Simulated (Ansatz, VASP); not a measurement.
# Two plane-wave programs on B

Contents of INCAR:

```
SYSTEM = B
PREC     = Accurate       ! precision mode
ENCUT    = 500            ! plane-wave cutoff, eV
EDIFF    = 1E-6           ! SCF threshold, eV
ISMEAR   = 0              ! smearing method
SIGMA    = 0.15           ! smearing width, eV
LREAL    = .False.        ! projectors in reciprocal space
LASPH    = .True.         ! aspherical terms in the spheres
NELM     = 120            ! most SCF steps
ALGO     = Normal         ! electronic algorithm
ISIF     = 2              ! what is computed and relaxed
LWAVE    = .False.        ! write WAVECAR
LCHARG   = .True.         ! write CHGCAR
GGA      = PE             ! functional
IVDW     = 12             ! dispersion correction
LELF     = .True.         ! ELF
LVHAR    = .True.       
NBANDS   = 8              ! bands
GGA_COMPAT= .False.
```

The input KPOINTS:

```
Automatic mesh
0
Gamma
  33 33 14
  0 0 0
```

Contents of POSCAR:

```
B
1.0
    1.6173118970      0.0000000000      0.0000000000
   -0.8086559485      1.4006331887      0.0000000000
    0.0000000000      0.0000000000      3.8171939925
B
1
Direct
    0.0000000000      0.0000000000      0.0000000000
```

Input for Ansatz:

```yaml
crystal:
  lattice:
    - [1.617311897, 0.0, 0.0]
    - [-0.8086559485, 1.4006331887, 0.0]
    - [0.0, 0.0, 3.8171939925]
  atoms:
    - { symbol: B, position: [0.0, 0.0, 0.0] }
basis:
  ecutwfc: 420
kpoints:
  mp_grid: { grid: [33, 33, 14] }
hamiltonian:
  xc: pbe
  dispersion: d3bj
scf:
  occupations: { method: gaussian, width: 0.15 }
output:
  forces: true
  stress: true
  eigenvalues: true
```

Change from the starting cell: strain -0.050 along x and y, +0.050 along z, atoms carried along.

Alike in both runs: task single point; functional PBE; dispersion D3(BJ); k mesh 33 × 33 × 14; occupations gaussian, width 0.15 eV; no spin polarisation.

|  | VASP | Ansatz |
| --- | --- | --- |
| version | VASP 6.6.1 | Ansatz 0.2.0 |
| potentials or method | VASP PAW PBE potentials, release 64 (B), cutoff 500 eV | scalar-relativistic, plane waves, PAW |
| valence electrons in the cell | 3 | 3 |

```csv
,VASP,Ansatz,Ansatz less VASP
gap on the k mesh at the Fermi level (eV),none,none,-
pressure (GPa),33.9,33.9,-0.03
"traceless stress, the component that is largest in VASP (GPa)",-37.34,-37.21,+0.132
```

A gap of «none» marks a metal or a gap that the smearing closes. Both programs put the cell under a high pressure, so it lies far from rest at this level.
